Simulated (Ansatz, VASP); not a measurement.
## BaTiO3 in VASP and in Ansatz

File POSCAR:

```
BaTiO3
1.0
    3.9738072800      0.0000000000      0.0000000000
    0.0000000000      3.9738072800      0.0000000000
    0.0000000000      0.0000000000      3.9907957300
Ba Ti O
1 1 3
Direct
    0.0000000000      0.0000000000      0.0000000000
    0.5000000000      0.5000000000      0.4820000000
    0.5000000000      0.5000000000      0.0160000000
    0.5000000000      0.0000000000      0.5150000000
    0.0000000000      0.5000000000      0.5150000000
```

File INCAR.step1:

```
SYSTEM = BaTiO3
PREC = Accurate
ENCUT = 520
ISMEAR = 0
SIGMA = 0.0775
LREAL = .False.
LASPH = .True.
NELM = 100
NBANDS = 28
GGA = PE
ALGO = Normal
EDIFF = 1E-4
LWAVE = .True.
LCHARG = .False.
```

The input INCAR.step2:

```
SYSTEM = BaTiO3
PREC = Accurate
ENCUT = 520
EDIFF = 1E-6
ISMEAR = 0
SIGMA = 0.0775
LREAL = .False.
LASPH = .True.
NELM = 100
ALGO = Normal
ISIF = 2
LWAVE = .False.
LCHARG = .False.
METAGGA = R2SCAN
LMIXTAU = .True.
NBANDS = 28
ISTART = 1
```

The input KPOINTS:

```
Automatic mesh
0
Gamma
  7 7 7
  0 0 0
```

Input for Ansatz:

```yaml
crystal:
  lattice:
    - [3.97380728, 0.0, 0.0]
    - [0.0, 3.97380728, 0.0]
    - [0.0, 0.0, 3.99079573]
  atoms:
    - { symbol: Ba, position: [0.0, 0.0, 0.0] }
    - { symbol: Ti, position: [0.5, 0.5, 0.482] }
    - { symbol: O, position: [0.5, 0.5, 0.016] }
    - { symbol: O, position: [0.5, 0.0, 0.515] }
    - { symbol: O, position: [0.0, 0.5, 0.515] }
  symmetry: { tolerance: 0.0003 }
kpoints:
  mp_grid: { grid: [7, 7, 7], shift: [0, 0, 0] }
  band_path:
    path:
      - [0.0, 0.0, 0.0]
      - [0.0, 0.5, 0.0]
      - [0.5, 0.5, 0.0]
      - [0.0, 0.0, 0.0]
      - [0.0, 0.0, 0.5]
      - [0.0, 0.5, 0.5]
      - [0.5, 0.5, 0.5]
      - [0.0, 0.0, 0.5]
      - [0.0, 0.5, 0.0]
      - [0.0, 0.5, 0.5]
      - [0.5, 0.5, 0.0]
    npoints: 6
magnetization:
  spin_polarized: false
scf:
  occupations: { method: gaussian, width: 0.0775 }
  lower_state_search: "off"
  max_iter: 200
hamiltonian:
  pseudopotentials: { kind: paw }
  xc: r2scan
basis:
  ecutwfc: 500
  fft_grid_basis: typed
output:
  forces: true
  stress: true
  eigenvalues: true
  bader: true
  populations: true
  elf: true
  write_potential: true
  volumetric_format: npy
  dos:
    e_range: [-12, 8]
    de: 0.05
    projected: { site_lists: { Ba: [Ba], O: [O], Ti: [Ti] } }
checkpoint:
  read: saved_state
```

Alike in both runs: task single point; functional r2SCAN; k mesh 7 × 7 × 7; occupations gaussian, width 0.0775 eV; no spin polarisation.

|  | VASP | Ansatz |
| --- | --- | --- |
| version | VASP 6.6.1 | Ansatz 0.2.0 |
| potentials or method | VASP PAW PBE potentials, release 64 (Ba_sv, Ti_sv, O), cutoff 520 eV | PAW plane waves |
| valence electrons in the cell | 40 | 40 |

VASP gave:

```
gap on the k mesh at the Fermi level (eV)                     : 2.32
pressure (GPa)                                                : 5.2
traceless stress, the component that is largest in VASP (GPa) : 1.21
rms of the force components (eV/Å)                            : 0.109
```

**Question.** Which values does Ansatz return?

**Answer.** gap on the k mesh at the Fermi level (eV): 2.34; pressure (GPa): 3.1; traceless stress, the component that is largest in VASP (GPa): 1.11; rms of the force components (eV/Å): 0.109.

VASP's potentials were made for PBE, not for r2SCAN. Atom by atom the forces differ by 0.042 eV/Å (rms over components). With one functional, cell and mesh, what is left measures potentials, basis and numerics.

Neither program's run includes spin-orbit coupling.
